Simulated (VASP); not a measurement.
Input of a VASP 6.6.1 run:

INCAR

```
SYSTEM = Zr3S2
  PREC = Accurate
  ENCUT = 520
  EDIFF = 1E-7
  ISMEAR = 0
  SIGMA = 0.1
  LREAL = .False.
  LASPH = .True.
  NELM = 100
  ALGO = Normal
  ISIF = 2
  LWAVE = .False.
  LCHARG = .False.
  GGA = PE
  NBANDS = 32
```

Contents of KPOINTS:

```
Automatic mesh
0
Gamma
  6 6 6
  0 0 0
```

POSCAR

```
Zr3S2
1.0
   -1.7495967815      3.2390695553      4.1047680812
    1.7495967815     -3.2390695553      4.1047680812
    1.7495967815      3.2390695553     -4.1047680812
Zr S
3 2
Direct
    0.6940003421      0.6940003421      0.0000000000
    0.3059996579      0.3059996579      0.0000000000
    0.0000000000      0.5000000000      0.5000000000
    0.2836881671      0.0000000000      0.2836881671
    0.7163118329      0.0000000000      0.7163118329
```

Potentials or basis: VASP PAW PBE potentials, release 64 (Zr_sv, S).

The run is started by

```console
$ cat potpaw_PBE.64/Zr_sv/POTCAR potpaw_PBE.64/S/POTCAR > POTCAR
$ mpirun -np 1 vasp_std > vasp.out
```

Predict the largest force.

0.014 eV/Å.

Predict the pressure.

-0.1 GPa.

Estimate the band gap on the k mesh.

zero (bands 24 and 25 overlap by 0.23 eV).

Stress tensor (GPa, compression positive):
```
-0.36  0.00  0.00
 0.00  0.20  0.00
 0.00  0.00  0.01
```
